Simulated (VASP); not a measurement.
A run of VASP 6.6.1 is set up as follows.

Contents of INCAR:

```
PREC = Accurate
ENCUT = 520
EDIFF = 1E-7
ISMEAR = 0
SIGMA = 0.15
LREAL = F
LASPH = T
NELM = 100
ALGO = Normal
ISIF = 2
LWAVE = F
LCHARG = F
GGA = PS
NBANDS = 29
```

Contents of KPOINTS:

```
regular mesh
0
Gamma
  8 8 8
```

The input POSCAR:

```
CsHgBr3
1.0
    5.7700000000      0.0000000000      0.0000000000
    0.0000000000      5.7700000000      0.0000000000
    0.0000000000      0.0000000000      5.7700000000
Cs Hg Br
1 1 3
Direct
    0.0000000000      0.0000000000      0.0000000000
    0.5000000000      0.5000000000      0.5000000000
    0.0000000000      0.5000000000      0.5389948007
    0.5000000000      0.0000000000      0.5389948007
    0.5000000000      0.5000000000      0.0389948007
```

Potentials or basis: VASP PAW PBE potentials, release 64 (Cs_sv, Hg, Br).

Command:

```sh
$ cat potpaw_PBE.64/Cs_sv/POTCAR potpaw_PBE.64/Hg/POTCAR potpaw_PBE.64/Br/POTCAR > POTCAR
$ mpirun -np 1 vasp_std > vasp.out
```

Task: Predict the pressure.

Result: -2.2 GPa.

Task: Predict the largest force.

Result: 0.351 eV/Å.

Forces on the atoms (eV/Å):
```
Cs   0.000  0.000  0.007
Hg   0.000  0.000  0.275
Br   0.000  0.000  0.035
Br   0.000  0.000  0.035
Br   0.000  0.000 -0.351
```

Caveat: the cell differs from its parent crystal (all Br atoms moved +0.225 Å, as atom 3 along Cartesian [0 0 1]); the PAW data sets were made with another functional, which shifts forces and pressure a little.
